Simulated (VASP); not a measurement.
Sc: single point with PBE

Crystal: Sc.

```
CELL_PARAMETERS angstrom
-1.81431 1.81431 1.81431
1.81431 -1.81431 1.81431
1.81431 1.81431 -1.81431
ATOMIC_POSITIONS crystal
Sc 0.00000 0.00000 0.00000
```

This isn't the form of Sc at room conditions, which is hcp.

```
Program                : VASP 6.6.1
Task                   : single point
Functional             : PBE
Potentials or basis    : VASP PAW PBE potentials, release 64 (Sc_sv)
Cutoff                 : 520 eV
k mesh                 : 21 × 21 × 21
Occupations            : fermi-dirac, width 0.0612256 eV
Spin                   : no spin polarisation
Dipole correction      : no
Further INCAR settings : ALGO = Normal; EDIFF = 1e-06; NBANDS = 12
```

```
Pressure               : 2.4 GPa
Band gap on the k mesh : zero (an odd number of electrons rules out a gap without spin polarisation)
```

Levels at points of the mesh, in eV from the Fermi level:
```tsv
k point	band 1	band 2	band 3	band 4	band 5	band 6	band 7	band 8	band 9	band 10
(0.00, 0.00, 0.00)	-49.51	-27.90	-27.90	-27.90	-5.30	1.49	1.49	1.49	2.95	2.95
```

It took 73 s on 1 thread of Oxide Virtual Turin-like Processor, on a shared host, peak memory 0.16 GiB.
